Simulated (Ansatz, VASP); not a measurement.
# Cu2H3: VASP beside Ansatz

```
CELL_PARAMETERS angstrom
3.71002 0.00000 0.00000
0.00000 3.71002 0.00000
0.00000 0.00000 3.15812
ATOMIC_POSITIONS crystal
Cu 0.50000 0.00000 0.00000
Cu 0.00000 0.50000 0.00000
H 0.50000 0.00000 0.50000
H 0.00000 0.50000 0.50000
H 0.00000 0.00000 0.00000
```

Alike in both runs: functional PBE; k mesh 6 × 6 × 4; occupations gaussian, width 0.1 eV; no spin polarisation.

Ansatz relaxed the structure, and its values are those at the end. VASP's run is a single point on that final structure, the one shown.

```csv
,VASP,Ansatz
version,VASP 6.6.1,Ansatz 0.2.0
potentials or method,"VASP PAW PBE potentials, release 64 (Cu, H), cutoff 520 eV","scalar-relativistic, plane waves, PAW"
valence electrons in the cell,25,41
```

VASP gave:

```
gap on the k mesh at the Fermi level (eV) : none
pressure (GPa)                            : 0.3
```

Estimate Ansatz's values.

gap on the k mesh at the Fermi level (eV): none; pressure (GPa): 0.0.

A gap of «none» marks a metal or a gap that the smearing closes. VASP's potentials hold 25 valence electrons a cell and Ansatz's 41, so a difference there can come from the potentials and not from the codes.

The k mesh is coarse, so the values compare programs but aren't converged.
